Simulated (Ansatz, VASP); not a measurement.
Given: the input of a run of Ansatz 0.2.0 on Ge.

Contents of input.yaml:

```yaml
crystal:
  lattice:
    - [1.4576759744, -2.5417218984, 0.0]
    - [1.4576759744, 2.5417218984, 0.0]
    - [0.0, 0.0, 4.6310871635]
  atoms:
    - { symbol: Ge, position: [0.33344663, 0.66655337, 0.25] }
    - { symbol: Ge, position: [0.66655337, 0.33344663, 0.75] }
kpoints:
  mp_grid: { grid: [10, 10, 6] }
scf:
  occupations: { method: fermi_dirac, width: 0.05 }
hamiltonian:
  xc: lda
  pseudopotentials: { kind: all_electron, lapw: { basis_error: 0.001 } }
output:
  forces: true
  stress: true
  eigenvalues: true
```

Potentials or basis: all-electron LAPW, scalar-relativistic.

The run is started by

```bash
$ ansatz run input.yaml --threads 1 --pin off --max-ram 3072MiB --backend cpu --events-out ev --progress --plain --runs-dir out
```

Problem. Set up the same calculation for VASP 6.6.1. Potentials there: VASP PAW LDA potentials, release 64 (Ge_d).

Solution. As run (the cutoff follows the program's own potentials):

File INCAR:

```
  PREC = Accurate
  ENCUT = 520
  EDIFF = 1E-7
  ISMEAR = -1
  SIGMA = 0.05
  LREAL = F
  LASPH = T
  NELM = 80
  ALGO = Normal
  ISIF = 2
  LWAVE = F
  LCHARG = F
  NBANDS = 21
```

The input KPOINTS:

```
regular mesh
0
Gamma
  10 10 6
```

POSCAR

```
Ge
1.0
    1.4576759744     -2.5417218984      0.0000000000
    1.4576759744      2.5417218984      0.0000000000
    0.0000000000      0.0000000000      4.6310871635
Ge
2
Direct
    0.3334466300      0.6665533700      0.2500000000
    0.6665533700      0.3334466300      0.7500000000
```

Potentials or basis: VASP PAW LDA potentials, release 64 (Ge_d).

Launch:

```bash
$ cat potpaw_LDA.64/Ge_d/POTCAR > POTCAR
$ mpirun -np 1 vasp_std > vasp.out
```

Both were run:

|  | VASP | Ansatz | Ansatz less VASP |
| --- | --- | --- | --- |
| gap on the k mesh at the Fermi level (eV) | none | none | - |
| pressure (GPa) | 4.1 | 4.1 | +0.04 |
| traceless stress, the component that is largest in VASP (GPa) | 1.94 | 1.93 | -0.011 |

LDA's correlation is that of Perdew and Zunger in VASP and of Perdew and Wang (1992) in Ansatz. A gap of «none» marks a metal or a gap that the smearing closes. Ansatz ran all-electron here, and VASP with PAW potentials.
